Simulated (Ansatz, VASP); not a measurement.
# Lu: VASP beside Ansatz

```xyz
3
Lattice="5.3243 0.0000 0.0000 -2.6621 4.6110 0.0000 0.0000 0.0000 3.3440" Properties=species:S:1:pos:R:3 pbc="T T T"
Lu    5.3243    0.0000    3.3440
Lu    0.0000    3.0740    1.6720
Lu    2.6621    1.5370    1.6720
```

Alike in both runs: functional PBEsol; k mesh 7 × 7 × 9; occupations fermi-dirac, width 0.1 eV; no spin polarisation.

Ansatz relaxed the structure, and its values are those at the end. VASP's run is a single point on that final structure, the one shown.

|  | VASP | Ansatz |
| --- | --- | --- |
| version | VASP 6.6.1 | Ansatz 0.2.0 |
| potentials or method | VASP PAW PBE potentials, release 64 (Lu), cutoff 520 eV | plane waves (420 eV) with PAW, scalar-relativistic |
| valence electrons in the cell | 75 | 75 |

```tsv
	VASP	Ansatz	Ansatz less VASP
pressure (GPa)	0.4	0.0	-0.48
```

VASP's potentials were made for PBE, not for PBEsol, and Ansatz warns of the same on its side.

Neither program's run includes spin-orbit coupling.
